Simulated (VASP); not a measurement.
# Rh (Fm-3m) in VASP: a series of runs

Runs on Rh. Level: PBE. Tasks: single point.

All numbers are computed with VASP 6.6.1; they aren't measurements. Logs are shortened: lines on timing, memory, paths and dates and some standing lists are left out, and cuts for length are marked.

## (1) The cell of the first run

It takes space group Fm-3m (No. 225, cubic). Conventional cell: a = 3.731 Å, b = 3.731 Å, c = 3.731 Å, α = 90.00°, β = 90.00°, γ = 90.00°. Within 3.5 Å of Rh (site symmetry m-3m) lie 12 Rh at 2.64 Å.

## (2) Single point, PBE

INCAR

```
  ALGO = Normal
  EDIFF = 1E-6
  ENCUT = 500
  GGA = PE
  GGA_COMPAT = False
  ISIF = 2
  ISMEAR = 1
  LASPH = True
  LCHARG = False
  LREAL = False
  LWAVE = False
  NBANDS = 14
  NELM = 120
  PREC = Accurate
  SIGMA = 0.05
```

KPOINTS

```
k-points
0
Gamma
  13 13 13
```

POSCAR

```
Rh
1.0
    0.0000000000      1.8656768355      1.8656768355
    1.8656768355      0.0000000000      1.8656768355
    1.8656768355      1.8656768355      0.0000000000
Rh
1
Direct
    0.0000000000      0.0000000000      0.0000000000
```

Potentials or basis: VASP PAW PBE potentials, release 64 (Rh_pv).

Started as:

```bash
$ cat potpaw_PBE.64/Rh_pv/POTCAR > POTCAR
$ mpirun -np 1 vasp_std > vasp.out
```

OUTCAR:

```text
EDIFF = 1E-6
   ENCUT = 500
   GGA = PE
   ISIF = 2
   ISMEAR = 1
   LASPH = True
   LREAL = False
   NELM = 120
   PREC = Accurate

 ion  position               nearest neighbor table
   1  0.000  0.000  0.000-

  LATTYP: Found a face centered cubic cell.
 ALAT       =     3.7313536710

  Lattice vectors:

 A1 = (   0.0000000000,   1.8656768355,   1.8656768355)
 A2 = (   1.8656768355,   0.0000000000,   1.8656768355)
 A3 = (   1.8656768355,   1.8656768355,   0.0000000000)

Analysis of symmetry for initial positions (statically):
=====================================================================
 Subroutine PRICEL returns:
 Original cell was already a primitive cell.

 Routine SETGRP: Setting up the symmetry group for a
 face centered cubic supercell.

 Subroutine GETGRP returns: Found 48 space group operations
 (whereof 48 operations were pure point group operations)
 out of a pool of 48 trial point group operations.

The static configuration has the point symmetry O_h .

Analysis of symmetry for dynamics (positions and initial velocities):
=====================================================================
 Subroutine PRICEL returns:
 Original cell was already a primitive cell.

 Routine SETGRP: Setting up the symmetry group for a
 face centered cubic supercell.

 Subroutine GETGRP returns: Found 48 space group operations
 (whereof 48 operations were pure point group operations)
 out of a pool of 48 trial point group operations.

The dynamic configuration has the point symmetry O_h .

 Subroutine INISYM returns: Found 48 space group operations
 (whereof 48 operations are pure point group operations),
 and found     1 'primitive' translations

----------------------------------------------------------------------------------------

                                     Primitive cell

  volume of cell :      12.9879

  direct lattice vectors                    reciprocal lattice vectors
     0.000000000  1.865676835  1.865676835    -0.267999254  0.267999254  0.267999254
     1.865676835  0.000000000  1.865676835     0.267999254 -0.267999254  0.267999254
     1.865676835  1.865676835  0.000000000     0.267999254  0.267999254 -0.267999254

  length of vectors
     2.638465484  2.638465484  2.638465484     0.464188324  0.464188324  0.464188324

  position of ions in fractional coordinates (direct lattice)
     0.000000000  0.000000000  0.000000000

  ion indices of the primitive-cell ions
   primitive index   ion index
                 1           1

[... 83 lines left out ...]
   NUPDOWN=      -1.0000    fix difference up-down
   EMIN   =  10.00;   EMAX   =-10.00  energy-range for DOS
   EFERMI =   0.00;   METHOD = LEGACY
   ISMEAR =     1;   SIGMA  =   0.05  broadening in eV -4-tet -1-fermi 0-gaus
   EFERMI_NEDOS =   21; number of points for ismear=-14 and -15
   IALGO  =     38    algorithm
   IMIX   =      4    mixing-type and parameters
     AMIX     =   0.40;   BMIX     =  1.00
     AMIX_MAG =   1.60;   BMIX_MAG =  1.00
  volume/ion in A,a.u.               =      12.99        87.65
  Fermi-wavevector in a.u.,A,eV,Ry     =   1.717614  3.245819 40.139865  2.950197
  Thomas-Fermi vector in A             =   2.794581
   LORBIT       =      0    0 simple, 1 ext, 2 COOP (PROOUT), +10 PAW based schemes
   GGA     = PE    functional components
   LHFCALC =     F    Hartree Fock is set to
   AEXX    =    0.0000 exact exchange contribution
   IVDW    =     0    specifies the selected vdW correction
   LEPSILON=     F    determine dielectric tensor
   LRPA    =     F    only Hartree local field effects (RPA)
 non-spin polarized calculation
 Methfessel and Paxton  Order N= 1 SIGMA  =   0.05
  energy-cutoff  :      500.00
  volume of cell :       12.99
 maximum number of plane-waves:       335
   NGX =  9   NGY =  9   NGZ =  9

 number of electron      14.9999996 magnetization

 Free energy of the ion-electron system (eV)
  ---------------------------------------------------
  ext. energy  EPLUGINS =         0.00000000
  ---------------------------------------------------
  free energy    TOTEN  =        -7.18360791 eV

  energy without entropy =       -7.18407792  energy(sigma->0) =       -7.18376458

 E-fermi :  12.9494     XC(G=0): -14.4021

 val. band max:       12.9480838278   @ k =  -0.1538   0.1538   0.0000
 cond. band min:      12.9923431109   @ k =  -0.3846   0.1538   0.0000
 fundamental gap:      0.0442592832
 Fermi energy:        12.9493907934

 k-point     1 :       0.0000    0.0000    0.0000
  band No.  band energies     occupation
      1     -33.4974      2.00000
      2     -33.4974      2.00000
      3     -33.4974      2.00000
      4       4.5974      2.00000
      5       9.6196      2.00000
      6       9.6196      2.00000
      7       9.6196      2.00000
      8      11.9032      2.00000
      9      11.9032      2.00000
     10      28.9181      0.00000
     11      33.3442      0.00000
     12      34.7095      0.00000
     13      34.7095      0.00000
     14      34.7095      0.00000
[... 377 lines left out ...]
      1     -34.2755      2.00000
      2     -33.7168      2.00000
      3     -33.6656      2.00000
      4       7.0308      2.00000
      5       9.0054      2.00000
      6      10.3240      2.00000
      7      10.3292      2.00000
      8      13.6737     -0.00000
      9      15.7064      0.00000
     10      23.6253      0.00000
     11      29.7984      0.00000
     12      33.1568      0.00000
     13      33.3424      0.00000
     14      34.1309      0.00000

 [... further k-points ...]

------------------------ aborting loop because EDIFF is reached ----------------------------------------

  FORCE on cell =-STRESS in cart. coord.  units (eV):
  Direction    XX          YY          ZZ          XY          YZ          ZX
  --------------------------------------------------------------------------------------
  -------------------------------------------------------------------------------------
  Total        2.0170124      2.0170124      2.0170124      0.0000000     -0.0000000      0.0000000
  in kB      248.8169097    248.8169097    248.8169097      0.0000000     -0.0000000      0.0000000
  external PRESSURE =     248.8169097 kB  Pullay stress =       0.0000000 kB

 VOLUME and BASIS-vectors are now :
 -----------------------------------------------------------------------------
  energy-cutoff  :      500.00
  volume of cell :       12.99
      direct lattice vectors                 reciprocal lattice vectors
     0.000000000  1.865676835  1.865676835    -0.267999254  0.267999254  0.267999254
     1.865676835  0.000000000  1.865676835     0.267999254 -0.267999254  0.267999254
     1.865676835  1.865676835  0.000000000     0.267999254  0.267999254 -0.267999254

 POSITION                                       TOTAL-FORCE (eV/Angst)
 -----------------------------------------------------------------------------------
      0.00000      0.00000      0.00000         0.000000      0.000000      0.000000
 -----------------------------------------------------------------------------------
    total drift:                                0.000000     -0.000000     -0.000000

  FREE ENERGIE OF THE ION-ELECTRON SYSTEM (eV)
  ---------------------------------------------------
  free  energy   TOTEN  =        -7.1836079121 eV

  energy  without entropy=       -7.1840779179  energy(sigma->0) =       -7.18376458
```

Wall time 5 s (1 thread of Intel Xeon 6975P-C (Granite Rapids), shared host); peak memory 0.13 GiB.

Results:

| Item | Value |
| --- | --- |
| Free energy | -7.1836 eV |
| Pressure | 24.9 GPa |

## (3) Single point, PBE

This run uses another cell than the first one, of 13.33 Å³/atom, 1.026 times its volume.

INCAR

```
SYSTEM = Rh
PREC = Accurate
ENCUT = 500
EDIFF = 1E-6
ISMEAR = 1
SIGMA = 0.05
LREAL = .FALSE.
LASPH = .TRUE.
NELM = 120
ALGO = Normal
ISIF = 2
LWAVE = .FALSE.
LCHARG = .FALSE.
GGA = PE
NBANDS = 14
GGA_COMPAT = .FALSE.
```

KPOINTS

```
Automatic mesh
0
G
  13 13 13
  0 0 0
```

POSCAR

```
Rh
1.0
    0.0000000000      1.8819009266      1.8819009266
    1.8819009266      0.0000000000      1.8819009266
    1.8819009266      1.8819009266      0.0000000000
Rh
1
Direct
    0.0000000000      0.0000000000      0.0000000000
```

Potentials or basis: VASP PAW PBE potentials, release 64 (Rh_pv).

Started as:

```bash
$ cat potpaw_PBE.64/Rh_pv/POTCAR > POTCAR
$ mpirun -np 1 vasp_std > vasp.out
```

OUTCAR:

```text
SYSTEM = Rh
   PREC = Accurate
   ENCUT = 500
   EDIFF = 1E-6
   ISMEAR = 1
   LREAL = .FALSE.
   LASPH = .TRUE.
   NELM = 120
   ISIF = 2
   GGA = PE

 ion  position               nearest neighbor table
   1  0.000  0.000  0.000-

  LATTYP: Found a face centered cubic cell.
 ALAT       =     3.7638018532

  Lattice vectors:

 A1 = (   0.0000000000,   1.8819009266,   1.8819009266)
 A2 = (   1.8819009266,   0.0000000000,   1.8819009266)
 A3 = (   1.8819009266,   1.8819009266,   0.0000000000)

[... 585 lines left out ...]
     14      33.3321      0.00000

 [... further k-points ...]

------------------------ aborting loop because EDIFF is reached ----------------------------------------

  FORCE on cell =-STRESS in cart. coord.  units (eV):
  Direction    XX          YY          ZZ          XY          YZ          ZX
  --------------------------------------------------------------------------------------
  -------------------------------------------------------------------------------------
  Total        1.3007017      1.3007017      1.3007017     -0.0000000      0.0000000      0.0000000
  in kB      156.3392464    156.3392464    156.3392464     -0.0000000      0.0000000      0.0000000
  external PRESSURE =     156.3392464 kB  Pullay stress =       0.0000000 kB

 VOLUME and BASIS-vectors are now :
 -----------------------------------------------------------------------------
  energy-cutoff  :      500.00
  volume of cell :       13.33
      direct lattice vectors                 reciprocal lattice vectors
     0.000000000  1.881900927  1.881900927    -0.265688801  0.265688801  0.265688801
     1.881900927  0.000000000  1.881900927     0.265688801 -0.265688801  0.265688801
     1.881900927  1.881900927  0.000000000     0.265688801  0.265688801 -0.265688801

 POSITION                                       TOTAL-FORCE (eV/Angst)
 -----------------------------------------------------------------------------------
      0.00000      0.00000      0.00000         0.000000      0.000000      0.000000
 -----------------------------------------------------------------------------------
    total drift:                                0.000000      0.000000     -0.000000

  FREE ENERGIE OF THE ION-ELECTRON SYSTEM (eV)
  ---------------------------------------------------
  free  energy   TOTEN  =        -7.2264147870 eV

  energy  without entropy=       -7.2268832400  energy(sigma->0) =       -7.22657094
```

Run time: 5 s. Hardware: 1 thread of Intel Xeon 6975P-C (Granite Rapids), shared host; peak memory 0.13 GiB.

Results:

```yaml
Free_energy: -7.2264 eV
Pressure: 15.6 GPa
```
